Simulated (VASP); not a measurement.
# Sc5As4 (I4/m) in VASP: single point with PBE

Aim: the single point of Sc5As4 with PBE.

Everything below comes from runs of VASP 6.6.1. Logs are shortened: lines on timing, memory, paths and dates and some standing lists are left out, and cuts for length are marked.

### 1 The cell of the first run

The structure is tetragonal, space group I4/m (No. 87). The conventional cell has a = 10.174 Å, b = 10.174 Å, c = 3.561 Å, α = 90.00°, β = 90.00°, γ = 90.00°. Sc (site symmetry 4/m) has 4 As at 2.94 Å and 10 Sc at 2.98 to 3.56 Å within 3.9 Å. Within 3.6 Å of Sc (site symmetry m) lie 5 As at 2.71 to 2.77 Å and 8 Sc at 2.98 to 3.56 Å. As (site symmetry m) has 6 Sc at 2.71 to 2.94 Å and 6 As at 3.56 to 3.66 Å within 3.7 Å.

### 2 Single point, PBE

INCAR reads:

```
SYSTEM = Sc5As4
PREC = Accurate ; ENCUT = 520
EDIFF = 1E-7 ; ISMEAR = -1
SIGMA = 0.1 ; LREAL = .FALSE.
LASPH = .TRUE. ; NELM = 100
ALGO = Normal ; ISIF = 2
LWAVE = .FALSE. ; LCHARG = .FALSE.
GGA = PE ; NBANDS = 48
```

KPOINTS reads:

```
Automatic mesh
0
G
  7 7 7
  0 0 0
```

POSCAR reads:

```
Sc5As4
1.0
    0.0000000000      0.0000000000      3.5614610000
    5.0870960000     -5.0870960000      1.7807300000
    5.0870960000      5.0870960000     -1.7807300000
Sc As
5 4
Direct
    0.0000000000      0.0000000000      0.0000000000
    0.3682000000      0.9368000000      0.6732000000
    0.3050000000      0.3268000000      0.9368000000
    0.6318000000      0.0632000000      0.3268000000
    0.6950000000      0.6732000000      0.0632000000
    0.2840000000      0.7678000000      0.3358000000
    0.0518000000      0.6642000000      0.7678000000
    0.7160000000      0.2322000000      0.6642000000
    0.9482000000      0.3358000000      0.2322000000
```

Potentials or basis: VASP PAW PBE potentials, release 64 (Sc_sv, As).

On the command line:

```bash
$ cat potpaw_PBE.64/Sc_sv/POTCAR potpaw_PBE.64/As/POTCAR > POTCAR
$ mpirun -np 1 vasp_std > vasp.out
```

OUTCAR:

```text
SYSTEM = Sc5As4
   PREC = Accurate
   ENCUT = 520
   EDIFF = 1E-7
   ISMEAR = -1
   LREAL = .FALSE.
   LASPH = .TRUE.
   NELM = 100
   ISIF = 2
   GGA = PE

 ion  position               nearest neighbor table
   1  0.000  0.000  0.000-   7 2.94   9 2.94   8 2.94   6 2.94   3 2.98   5 2.98   4 2.98   2 2.98
                             4 2.98   2 2.98   5 2.98   3 2.98
   2  0.368  0.937  0.673-   6 2.71   7 2.74   7 2.74   8 2.77   8 2.77   1 2.98   1 2.98   4 3.20
                             4 3.20   3 3.39   5 3.39
   3  0.305  0.327  0.937-   7 2.71   8 2.74   8 2.74   9 2.77   9 2.77   1 2.98   1 2.98   5 3.20
                             5 3.20   2 3.39   4 3.39
   4  0.632  0.063  0.327-   8 2.71   9 2.74   9 2.74   6 2.77   6 2.77   1 2.98   1 2.98   2 3.20
                             2 3.20   5 3.39   3 3.39
   5  0.695  0.673  0.063-   9 2.71   6 2.74   6 2.74   7 2.77   7 2.77   1 2.98   1 2.98   3 3.20
                             3 3.20   4 3.39   2 3.39
   6  0.284  0.768  0.336-   2 2.71   5 2.74   5 2.74   4 2.77   4 2.77   1 2.94
   7  0.052  0.664  0.768-   3 2.71   2 2.74   2 2.74   5 2.77   5 2.77   1 2.94
   8  0.716  0.232  0.664-   4 2.71   3 2.74   3 2.74   2 2.77   2 2.77   1 2.94
   9  0.948  0.336  0.232-   5 2.71   4 2.74   4 2.74   3 2.77   3 2.77   1 2.94

  LATTYP: Found a body centered tetragonal cell.
 ALAT       =    10.1741920000
 C/A-ratio  =     0.3500485346

  Lattice vectors:

 A1 = (   5.0870960000,  -5.0870960000,  -1.7807310000)
 A2 = (  -5.0870960000,   5.0870960000,  -1.7807300000)
 A3 = (   5.0870960000,   5.0870960000,   1.7807310000)

Analysis of symmetry for initial positions (statically):
=====================================================================
 Subroutine PRICEL returns:
 Original cell was already a primitive cell.

 Routine SETGRP: Setting up the symmetry group for a
 body centered tetragonal supercell.

 Subroutine GETGRP returns: Found  8 space group operations
 (whereof  8 operations were pure point group operations)
 out of a pool of 16 trial point group operations.

The static configuration has the point symmetry C_4h.

Analysis of symmetry for dynamics (positions and initial velocities):
=====================================================================
 Subroutine PRICEL returns:
 Original cell was already a primitive cell.

 Routine SETGRP: Setting up the symmetry group for a
 body centered tetragonal supercell.

 Subroutine GETGRP returns: Found  8 space group operations
 (whereof  8 operations were pure point group operations)
 out of a pool of 16 trial point group operations.

The dynamic configuration has the point symmetry C_4h.

 Subroutine INISYM returns: Found  8 space group operations
 (whereof  8 operations are pure point group operations),
 and found     1 'primitive' translations

----------------------------------------------------------------------------------------

                                     Primitive cell

  volume of cell :     184.3309

  direct lattice vectors                    reciprocal lattice vectors
     0.000000000  0.000000000  3.561461000     0.000000000  0.098287876  0.280783645
     5.087096000 -5.087096000  1.780730000     0.098287903 -0.098287903  0.000000000
     5.087096000  5.087096000 -1.780730000     0.098287903  0.098287903  0.000000000

  length of vectors
     3.561461000  7.411348781  7.411348781     0.297489431  0.139000086  0.139000086

  position of ions in fractional coordinates (direct lattice)
     0.000000000  0.000000000  0.000000000
     0.368200000  0.936800000  0.673200000
     0.305000000  0.326800000  0.936800000
     0.631800000  0.063200000  0.326800000
     0.695000000  0.673200000  0.063200000
     0.284000000  0.767800000  0.335800000
     0.051800000  0.664200000  0.767800000
     0.716000000  0.232200000  0.664200000
     0.948200000  0.335800000  0.232200000

  ion indices of the primitive-cell ions
   primitive index   ion index
                 1           1
                 2           2
                 3           3
                 4           4
                 5           5
                 6           6
                 7           7
                 8           8
                 9           9

----------------------------------------------------------------------------------------

 KPOINTS: Automatic mesh

Automatic generation of k-mesh.
 Grid dimensions read from file:
 generate k-points for:    7    7    7

 Generating k-lattice:

  Cartesian coordinates                     Fractional coordinates (reciprocal lattice)
     0.000000000  0.014041125  0.040111949     0.142857143  0.000000000  0.000000000
     0.014041129 -0.014041129  0.000000000     0.000000000  0.142857143  0.000000000
     0.014041129  0.014041129  0.000000000     0.000000000  0.000000000  0.142857143

  Length of vectors
     0.042498490  0.019857155  0.019857155

  Shift w.r.t. Gamma in fractional coordinates (k-lattice)
     0.000000000  0.000000000  0.000000000

 Subroutine IBZKPT returns following result:
 ===========================================

 Found     52 irreducible k-points:

 Following reciprocal coordinates:
            Coordinates               Weight
  0.000000  0.000000  0.000000      1.000000
  0.142857 -0.000000  0.000000      8.000000
  0.285714 -0.000000  0.000000      8.000000
  0.428571  0.000000  0.000000      8.000000
  0.000000  0.142857  0.000000      4.000000
  0.285714  0.142857  0.000000      8.000000
[... 16 lines left out ...]
  0.000000  0.142857  0.142857      4.000000
  0.285714  0.142857  0.142857      8.000000
 [... further k-points ...]
   k-points           NKPTS =     52   k-points in BZ     NKDIM =     52   number of bands    NBANDS=     48
   number of dos      NEDOS =    301   number of ions     NIONS =      9
   total plane-waves  NPLWV =  87808
   dimension x,y,z NGX =    28 NGY =   56 NGZ =   56
   dimension x,y,z NGXF=    56 NGYF=  112 NGZF=  112
   ions per type =               5   4
   NGX,Y,Z   is equivalent  to a cutoff of  13.07, 12.56, 12.56 a.u.
   NGXF,Y,Z  is equivalent  to a cutoff of  26.14, 25.12, 25.12 a.u.
 SYSTEM =  Sc5As4
   PREC   = accura    normal or accurate (medium, high low for compatibility)
   ISTART =      0    job   : 0-new  1-cont  2-samecut
   ICHARG =      2    charge: 1-file 2-atom 10-const
   ISPIN  =      1    spin polarized calculation?
   LNONCOLLINEAR =      F non collinear calculations
   LSORBIT =      F    spin-orbit coupling
   LASPH  =      T    aspherical Exc in radial PAW
   ENCUT  =  520.0 eV  38.22 Ry    6.18 a.u.   6.62 13.78 13.78*2*pi/ulx,y,z
   NELM   =    100;   NELMIN=  2; NELMDL= -5     # of ELM steps
   EDIFF  = 0.1E-06   stopping-criterion for ELM
   LREAL  =      F    real-space projection
   EDIFFG = 0.1E-05   stopping-criterion for IOM
   NSW    =      0    number of steps for IOM
   IBRION =     -1    ionic relax: 0-MD 1-quasi-New 2-CG
   NFREE  =      0    steps in history (QN), initial steepest desc. (CG)
   ISIF   =      2    stress and relaxation
   ISYM   =      2    0-nonsym 1-usesym 2-fastsym
   POTIM  = 0.5000    time-step for ionic-motion
   TEBEG  =    0.0;   TEEND  =   0.0 temperature during run
   PSTRESS=    0.0 pullay stress
   NELECT =      75.0000    total number of electrons
   NUPDOWN=      -1.0000    fix difference up-down
   EMIN   =  10.00;   EMAX   =-10.00  energy-range for DOS
   EFERMI =   0.00;   METHOD = LEGACY
   ISMEAR =    -1;   SIGMA  =   0.10  broadening in eV -4-tet -1-fermi 0-gaus
   EFERMI_NEDOS =   21; number of points for ismear=-14 and -15
   IALGO  =     38    algorithm
   IMIX   =      4    mixing-type and parameters
     AMIX     =   0.40;   BMIX     =  1.00
     AMIX_MAG =   1.60;   BMIX_MAG =  1.00
  volume/ion in A,a.u.               =      20.48       138.21
  Fermi-wavevector in a.u.,A,eV,Ry     =   1.213098  2.292423 20.022427  1.471607
  Thomas-Fermi vector in A             =   2.348561
   LORBIT       =      0    0 simple, 1 ext, 2 COOP (PROOUT), +10 PAW based schemes
   GGA     = PE    functional components
   LHFCALC =     F    Hartree Fock is set to
   AEXX    =    0.0000 exact exchange contribution
   IVDW    =     0    specifies the selected vdW correction
   LEPSILON=     F    determine dielectric tensor
   LRPA    =     F    only Hartree local field effects (RPA)
 non-spin polarized calculation
  energy-cutoff  :      520.00
  volume of cell :      184.33
 maximum number of plane-waves:      4990
   NGX = 13   NGY = 27   NGZ = 27

 number of electron      75.0000001 magnetization

 Free energy of the ion-electron system (eV)
  ---------------------------------------------------
  ext. energy  EPLUGINS =         0.00000000
  ---------------------------------------------------
  free energy    TOTEN  =       -57.25183003 eV

  energy without entropy =      -57.05971921  energy(sigma->0) =      -57.15577462

 E-fermi :   4.8246     XC(G=0): -10.3310

 val. band max:        4.8146755245   @ k =   0.4286   0.1429   0.0000
 cond. band min:       4.8288834112   @ k =   0.4286  -0.2857   0.2857
 fundamental gap:      0.0142078868
 Fermi energy:         4.8246172688

 k-point     1 :       0.0000    0.0000    0.0000
  band No.  band energies     occupation
      1     -44.4657      2.00000
      2     -44.4351      2.00000
      3     -44.4147      2.00000
      4     -44.4147      2.00000
      5     -44.2448      2.00000
      6     -23.2758      2.00000
[... 40 lines left out ...]
     47       7.4849      0.00000
     48       7.8943      0.00000

 k-point     2 :       0.1429   -0.0000    0.0000
  band No.  band energies     occupation
      1     -44.4596      2.00000
      2     -44.4329      2.00000
      3     -44.4152      2.00000
      4     -44.4141      2.00000
      5     -44.2463      2.00000
      6     -23.2960      2.00000
[... 40 lines left out ...]
     47       7.3988      0.00000
     48       7.6094      0.00000

 k-point     3 :       0.2857   -0.0000    0.0000
  band No.  band energies     occupation
      1     -44.4448      2.00000
      2     -44.4273      2.00000
      3     -44.4168      2.00000
      4     -44.4134      2.00000
      5     -44.2502      2.00000
      6     -23.3198      2.00000
[... 40 lines left out ...]
     47       7.5029      0.00000
     48       7.6739      0.00000

 k-point     4 :       0.4286    0.0000    0.0000
  band No.  band energies     occupation
      1     -44.4306      2.00000
      2     -44.4218      2.00000
      3     -44.4196      2.00000
      4     -44.4138      2.00000
      5     -44.2540      2.00000
      6     -23.3507      2.00000
[... 958 lines left out ...]
     47       7.1552      0.00000
     48       7.5737      0.00000

 k-point    23 :       0.0000    0.1429    0.1429
  band No.  band energies     occupation
      1     -44.4634      2.00000
      2     -44.4368      2.00000
      3     -44.4175      2.00000
      4     -44.4130      2.00000
      5     -44.2443      2.00000
      6     -23.3025      2.00000
[... 40 lines left out ...]
     47       7.3508      0.00000
     48       7.5403      0.00000

 k-point    24 :       0.2857    0.1429    0.1429
  band No.  band energies     occupation
      1     -44.4436      2.00000
      2     -44.4292      2.00000
      3     -44.4152      2.00000
      4     -44.4144      2.00000
      5     -44.2501      2.00000
      6     -23.3178      2.00000
[... 40 lines left out ...]
     47       7.5974      0.00000
     48       7.7764      0.00000

 [... further k-points ...]

------------------------ aborting loop because EDIFF is reached ----------------------------------------

  FORCE on cell =-STRESS in cart. coord.  units (eV):
  Direction    XX          YY          ZZ          XY          YZ          ZX
  --------------------------------------------------------------------------------------
  -------------------------------------------------------------------------------------
  Total        5.9834396      5.9834396     15.5011536     -0.0000001      0.0000006      0.0000000
  in kB       52.0071957     52.0071957    134.7337962     -0.0000006      0.0000051      0.0000000
  external PRESSURE =      79.5827292 kB  Pullay stress =       0.0000000 kB

 VOLUME and BASIS-vectors are now :
 -----------------------------------------------------------------------------
  energy-cutoff  :      520.00
  volume of cell :      184.33
      direct lattice vectors                 reciprocal lattice vectors
     0.000000000  0.000000000  3.561461000     0.000000000  0.098287876  0.280783645
     5.087096000 -5.087096000  1.780730000     0.098287903 -0.098287903  0.000000000
     5.087096000  5.087096000 -1.780730000     0.098287903  0.098287903  0.000000000

 POSITION                                       TOTAL-FORCE (eV/Angst)
 -----------------------------------------------------------------------------------
      0.00000      0.00000      0.00000        -0.000000      0.000000     -0.000000
      8.19022     -1.34096      1.78073        -0.550452      0.201774      0.000000
      6.42805      3.10313      0.00000        -0.201774     -0.550452     -0.000000
      1.98397      1.34096      1.78073         0.550452     -0.201774     -0.000000
      3.74614     -3.10313      3.56146         0.201774      0.550452      0.000000
      5.61412     -2.19763      1.78073         0.234007     -1.011869     -0.000000
      7.28472      0.52702      0.00000         1.011869      0.234007      0.000000
      4.56007      2.19763      1.78073        -0.234007      1.011869      0.000000
      2.88947     -0.52702      3.56146        -1.011869     -0.234007     -0.000000
 -----------------------------------------------------------------------------------
    total drift:                               -0.000000     -0.000000      0.000000

  FREE ENERGIE OF THE ION-ELECTRON SYSTEM (eV)
  ---------------------------------------------------
  free  energy   TOTEN  =       -57.2518300318 eV

  energy  without entropy=      -57.0597192078  energy(sigma->0) =      -57.15577462
```

Wall time 9.9 min (1 thread of AMD EPYC 7R43 (Zen 3), shared host); peak memory 0.46 GiB.

Results:

```yaml
Free_energy: -57.2518 eV
Pressure: 8.0 GPa
Largest_force: 1.039 eV/Å
Band_gap_on_the_k_mesh: zero (an odd number of electrons rules out a gap without spin polarisation)
```

Forces on the atoms (eV/Å):
```
Sc   0.000  0.000  0.000
Sc  -0.550  0.202  0.000
Sc  -0.202 -0.550  0.000
Sc   0.550 -0.202  0.000
Sc   0.202  0.550  0.000
As   0.234 -1.012  0.000
As   1.012  0.234  0.000
As  -0.234  1.012  0.000
As  -1.012 -0.234  0.000
```

Caveat: the stress differs along the axes, from 5 to 13 GPa; forces of over 1 eV/Å act on the atoms, so gaps and moduli don't describe the material at rest.
